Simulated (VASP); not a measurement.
Wanted: the native input for a VASP 6.6.1 run.

```yaml
Task: single point
Functional: PBEsol
Potentials_or_basis: VASP PAW PBE potentials, release 64 (Tl_d)
Cutoff: 520 eV
k_mesh: 12 × 12 × 4
Occupations: fermi-dirac, width 0.1 eV
Spin: no spin polarisation
Dipole_correction: no
Further_INCAR_settings: ALGO = Normal; EDIFF = 1e-06; NBANDS = 34
```

The structure of Tl lies in POSCAR:

```
Tl
1.0
    3.4780796221      0.0000000000      0.0000000000
   -1.7390398111      3.0121053091      0.0000000000
    0.0000000000      0.0000000000     11.2890864057
Tl
4
Direct
    1.0000000000      1.0000000000      1.0000000000
    1.0000000000      1.0000000000      0.5000000000
    0.3333333333      0.6666666667      0.2500000000
    0.6666666667      0.3333333333      0.7500000000
```

These files were run (other wordings do the same):

INCAR

```
SYSTEM = Tl
ALGO = Normal ; EDIFF = 1E-6
ENCUT = 520 ; GGA = PS
ISIF = 2 ; ISMEAR = -1
LASPH = .TRUE. ; LCHARG = .FALSE.
LREAL = .FALSE. ; LWAVE = .FALSE.
NBANDS = 34 ; NELM = 100
PREC = Accurate ; SIGMA = 0.1
```

KPOINTS

```
k-points
0
G
  12 12 4
  0 0 0
```

Potentials or basis: VASP PAW PBE potentials, release 64 (Tl_d).

Command:

```bash
$ cat potpaw_PBE.64/Tl_d/POTCAR > POTCAR
$ mpirun -np 1 vasp_std > vasp.out
```

It gave:

| Item | Value |
| --- | --- |
| Pressure | -1.3 GPa |
| Band gap on the k mesh | zero (bands 26 and 27 overlap by 4.27 eV) |

Caveat: the PAW data sets were made with another functional, which shifts forces and pressure a little; spin-orbit coupling is left out, which moves the levels of the heavy elements.

It took 63 s on 1 thread of Intel(R) Xeon(R) 6975P-C (Granite Rapids) (shared host), peak memory 0.33 GiB.
